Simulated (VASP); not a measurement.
# TiO2 (P4_2/mnm) in VASP: single point with PBE+U

Aim: the single point of TiO2 with PBE+U.

Everything below comes from runs of VASP 6.6.1. Logs are shortened: lines on timing, memory, paths and dates and some standing lists are left out, and cuts for length are marked.

### Step 1. The cell of the first run

The structure is tetragonal, space group P4_2/mnm (No. 136). Conventional cell: a = 4.594 Å, b = 4.594 Å, c = 2.958 Å, α = 90.00°, β = 90.00°, γ = 90.00°. Within 2.6 Å of Ti (site symmetry mmm) lie 6 O at 1.95 to 1.98 Å. Within 2.6 Å of O (site symmetry m2m) lie 3 Ti at 1.95 to 1.98 Å and 1 O at 2.53 Å.

### Step 2. Single point, PBE+U, collinear spin

Contents of INCAR:

```
SYSTEM = TiO2
  ALGO = Normal
  EDIFF = 1E-6
  ENCUT = 520
  GGA = PE
  ISIF = 2
  ISMEAR = -1
  ISPIN = 2
  LASPH = .TRUE.
  LCHARG = .FALSE.
  LDAU = .TRUE.
  LDAUJ = 0 0
  LDAUL = 2 -1
  LDAUPRINT = 1
  LDAUTYPE = 2
  LDAUU = 3 0
  LMAXMIX = 4
  LORBIT = 11
  LREAL = .FALSE.
  LWAVE = .FALSE.
  MAGMOM = 1 1 0 0 0 0
  NBANDS = 37
  NELM = 150
  PREC = Accurate
  SIGMA = 0.05
```

Contents of KPOINTS:

```
k-points
0
G
  5 5 7
  0 0 0
```

Contents of POSCAR:

```
TiO2
1.0
    4.5937300000      0.0000000000      0.0000000000
    0.0000000000      4.5937300000      0.0000000000
    0.0000000000      0.0000000000      2.9581200000
Ti O
2 4
Direct
    0.0000000000      0.0000000000      0.0000000000
    0.5000000000      0.5000000000      0.5000000000
    0.3053000000      0.3053000000      0.0000000000
    0.1947000000      0.8053000000      0.5000000000
    0.6947000000      0.6947000000      0.0000000000
    0.8053000000      0.1947000000      0.5000000000
```

Potentials or basis: VASP PAW PBE potentials, release 64 (Ti_sv, O).

Started as:

```console
$ cat potpaw_PBE.64/Ti_sv/POTCAR potpaw_PBE.64/O/POTCAR > POTCAR
$ mpirun -np 1 vasp_std > vasp.out
```

OUTCAR:

```text
SYSTEM = TiO2
   EDIFF = 1E-6
   ENCUT = 520
   GGA = PE
   ISIF = 2
   ISMEAR = -1
   ISPIN = 2
   LASPH = .TRUE.
   LORBIT = 11
   LREAL = .FALSE.
   NELM = 150
   PREC = Accurate

 ion  position               nearest neighbor table
   1  0.000  0.000  0.000-   4 1.95   6 1.95   4 1.95   6 1.95   5 1.98   3 1.98
   2  0.500  0.500  0.500-   3 1.95   5 1.95   3 1.95   5 1.95   4 1.98   6 1.98
   3  0.305  0.305  0.000-   2 1.95   2 1.95   1 1.98
   4  0.195  0.805  0.500-   1 1.95   1 1.95   2 1.98
   5  0.695  0.695  0.000-   2 1.95   2 1.95   1 1.98
   6  0.805  0.195  0.500-   1 1.95   1 1.95   2 1.98

  LATTYP: Found a simple tetragonal cell.
 ALAT       =     4.5937300000
 C/A-ratio  =     0.6439472934

  Lattice vectors:

 A1 = (   4.5937300000,   0.0000000000,   0.0000000000)
 A2 = (   0.0000000000,   4.5937300000,   0.0000000000)
 A3 = (   0.0000000000,   0.0000000000,   2.9581200000)

Analysis of symmetry for initial positions (statically):
=====================================================================
 Subroutine PRICEL returns:
 Original cell was already a primitive cell.

 Routine SETGRP: Setting up the symmetry group for a
 simple tetragonal supercell.

 Subroutine GETGRP returns: Found 16 space group operations
 (whereof  8 operations were pure point group operations)
 out of a pool of 16 trial point group operations.

The static configuration has the point symmetry D_2h.
 The point group associated with its full space group is D_4h.

Analysis of symmetry for dynamics (positions and initial velocities):
=====================================================================
 Subroutine PRICEL returns:
 Original cell was already a primitive cell.

 Routine SETGRP: Setting up the symmetry group for a
 simple tetragonal supercell.

 Subroutine GETGRP returns: Found 16 space group operations
 (whereof  8 operations were pure point group operations)
 out of a pool of 16 trial point group operations.

The dynamic configuration has the point symmetry D_2h.
 The point group associated with its full space group is D_4h.

Analysis of structural, dynamic, and magnetic symmetry:
=====================================================================
 Subroutine PRICEL returns:
 Original cell was already a primitive cell.

 Routine SETGRP: Setting up the symmetry group for a
 simple tetragonal supercell.

 Subroutine GETGRP returns: Found 16 space group operations
 (whereof  8 operations were pure point group operations)
 out of a pool of 16 trial point group operations.

[... 217 lines left out ...]

 number of electron      48.0000022 magnetization       0.0000007

 Free energy of the ion-electron system (eV)
  ---------------------------------------------------
  ext. energy  EPLUGINS =         0.00000000
  ---------------------------------------------------
  free energy    TOTEN  =       -49.60837394 eV

  energy without entropy =      -49.60837394  energy(sigma->0) =      -49.60837394

 E-fermi :   6.2305     XC(G=0): -11.4210

 val. band max:        5.0748871052   @ k =   0.0000   0.0000   0.0000
 cond. band min:       7.3377254245   @ k =   0.0000   0.0000   0.0000
 fundamental gap:      2.2628383192
 Fermi energy:         6.2304516223

 spin component 1

 k-point     1 :       0.0000    0.0000    0.0000
  band No.  band energies     occupation
      1     -52.6142      1.00000
      2     -52.5979      1.00000
      3     -28.8814      1.00000
      4     -28.8814      1.00000
      5     -28.7272      1.00000
      6     -28.7272      1.00000
[... 925 lines left out ...]
     35      16.6194      0.00000
     36      16.9257      0.00000
 Fermi energy:         6.2304516223

 spin component 2

 k-point     1 :       0.0000    0.0000    0.0000
  band No.  band energies     occupation
      1     -52.6142      1.00000
      2     -52.5979      1.00000
      3     -28.8814      1.00000
      4     -28.8814      1.00000
      5     -28.7272      1.00000
      6     -28.7272      1.00000
[... 925 lines left out ...]
     35      16.6194      0.00000
     36      16.9257      0.00000
 [bands above 36 left out]

------------------------ aborting loop because EDIFF is reached ----------------------------------------

  FORCE on cell =-STRESS in cart. coord.  units (eV):
  Direction    XX          YY          ZZ          XY          YZ          ZX
  --------------------------------------------------------------------------------------
  -------------------------------------------------------------------------------------
  Total        4.0473217      4.0473217      5.4248237      0.0000000      0.0000000      0.0000000
  in kB      103.8799170    103.8799170    139.2353450      0.0000000      0.0000000      0.0000000
  external PRESSURE =     115.6650597 kB  Pullay stress =       0.0000000 kB

 VOLUME and BASIS-vectors are now :
 -----------------------------------------------------------------------------
  energy-cutoff  :      520.00
  volume of cell :       62.42
      direct lattice vectors                 reciprocal lattice vectors
     4.593730000  0.000000000  0.000000000     0.217688023  0.000000000  0.000000000
     0.000000000  4.593730000  0.000000000     0.000000000  0.217688023  0.000000000
     0.000000000  0.000000000  2.958120000     0.000000000  0.000000000  0.338052547

 POSITION                                       TOTAL-FORCE (eV/Angst)
 -----------------------------------------------------------------------------------
      0.00000      0.00000      0.00000         0.000000     -0.000000     -0.000000
      2.29686      2.29686      1.47906         0.000000     -0.000000     -0.000000
      1.40247      1.40247      0.00000        -0.188776     -0.188776     -0.000000
      0.89440      3.69933      1.47906         0.188776     -0.188776     -0.000000
      3.19126      3.19126      0.00000         0.188776      0.188776      0.000000
      3.69933      0.89440      1.47906        -0.188776      0.188776     -0.000000
 -----------------------------------------------------------------------------------
    total drift:                                0.000000      0.000000      0.000000

  FREE ENERGIE OF THE ION-ELECTRON SYSTEM (eV)
  ---------------------------------------------------
  free  energy   TOTEN  =       -49.6083739397 eV

  energy  without entropy=      -49.6083739397  energy(sigma->0) =      -49.60837394

 total charge

# of ion       s       p       d       tot
------------------------------------------
    1        2.231   6.315   1.611  10.157
    2        2.231   6.315   1.611  10.157
    3        1.571   3.527   0.000   5.098
    4        1.571   3.527   0.000   5.098
    5        1.571   3.527   0.000   5.098
    6        1.571   3.527   0.000   5.098
--------------------------------------------------
tot         10.746  26.738   3.221  40.705

 magnetization (x)

# of ion       s       p       d       tot
------------------------------------------
    1       -0.000   0.000   0.000   0.000
    2       -0.000   0.000   0.000   0.000
    3        0.000  -0.000   0.000  -0.000
    4        0.000  -0.000   0.000  -0.000
    5        0.000  -0.000   0.000  -0.000
    6        0.000  -0.000   0.000  -0.000
--------------------------------------------------
tot         -0.000  -0.000   0.000  -0.000
```

OSZICAR:

```text
N       E                     dE             d eps       ncg     rms          rms(c)
DAV:   1     0.644290541334E+03    0.64429E+03   -0.23751E+04  3552   0.154E+03
DAV:   2     0.224074023034E+02   -0.62188E+03   -0.56735E+03  3735   0.468E+02
DAV:   3    -0.630405378686E+02   -0.85448E+02   -0.83608E+02  4651   0.172E+02
DAV:   4    -0.679200374982E+02   -0.48795E+01   -0.48621E+01  5213   0.374E+01
DAV:   5    -0.680742639523E+02   -0.15423E+00   -0.15419E+00  4595   0.524E+00    0.332E+01
DAV:   6    -0.496412742944E+02    0.18433E+02   -0.49067E+01  4786   0.806E+01    0.102E+01
DAV:   7    -0.497039720717E+02   -0.62698E-01   -0.70347E+00  3839   0.230E+01    0.870E+00
DAV:   8    -0.496241721802E+02    0.79800E-01   -0.28878E-01  4455   0.422E+00    0.642E+00
DAV:   9    -0.497399996885E+02   -0.11583E+00   -0.66073E-01  4944   0.104E+01    0.356E+00
DAV:  10    -0.496274564702E+02    0.11254E+00   -0.17318E-01  4518   0.510E+00    0.138E+00
DAV:  11    -0.496153332165E+02    0.12123E-01   -0.26482E-02  4846   0.211E+00    0.848E-01
DAV:  12    -0.496093973026E+02    0.59359E-02   -0.14400E-02  4426   0.836E-01    0.284E-01
DAV:  13    -0.496083863245E+02    0.10110E-02   -0.16560E-03  4817   0.452E-01    0.129E-01
DAV:  14    -0.496083960459E+02   -0.97214E-05   -0.49061E-04  4128   0.140E-01    0.457E-02
DAV:  15    -0.496083811739E+02    0.14872E-04   -0.47392E-05  5404   0.508E-02    0.204E-02
DAV:  16    -0.496083767268E+02    0.44471E-05   -0.34949E-06  3940   0.202E-02    0.134E-02
DAV:  17    -0.496083740029E+02    0.27240E-05   -0.37556E-06  3935   0.205E-02    0.334E-03
DAV:  18    -0.496083739397E+02    0.63176E-07   -0.95379E-07  2176   0.615E-03
   1 F= -.49608374E+02 E0= -.49608374E+02  d E =-.251686E-10  mag=     0.0000
```

stdout:

```text
POSCAR found type information on POSCAR TiO
 POSCAR found :  2 types and       6 ions
 scaLAPACK will be used
 LDA part: xc-table for (Slater+PW92), standard interpolation
 POSCAR, INCAR and KPOINTS ok, starting setup
 FFT: planning ... GRIDC
 FFT: planning ... GRID_SOFT
 FFT: planning ... GRID
 WAVECAR not read
 entering main loop
```

It took 1.8 min on 1 thread of AMD EPYC 7R43 (Zen 3), shared host; peak memory 0.2 GiB.

What came out:

```yaml
Free_energy: -49.6084 eV
Pressure: 11.6 GPa
Largest_force: 0.267 eV/Å
Band_gap_on_the_k_mesh: 2.26 eV
Net_moment: 0.00 μB per cell
Valence_electrons_inside_the_program's_atomic_spheres: Ti 10.16; O 5.10
```

Forces in eV/Å, atoms in the order of the input:
```
Ti   0.000  0.000  0.000
Ti   0.000  0.000  0.000
O   -0.189 -0.189  0.000
O    0.189 -0.189  0.000
O    0.189  0.189  0.000
O   -0.189  0.189  0.000
```

Stress tensor (GPa, compression positive):
```
10.39  0.00  0.00
 0.00 10.39  0.00
 0.00  0.00 13.92
```

Eigenvalues of the final occupation matrices:
```
    site  spin  trace               eigenvalues
site 1 d     1   0.82  0.09 0.10 0.10 0.25 0.28
site 1 d     2   0.82  0.09 0.10 0.10 0.25 0.28
site 2 d     1   0.82  0.09 0.10 0.10 0.25 0.28
site 2 d     2   0.82  0.09 0.10 0.10 0.25 0.28
```

Caveat: the cell stands under pressure; an odd mesh through Γ misses points on the zone boundary, where band edges can lie.
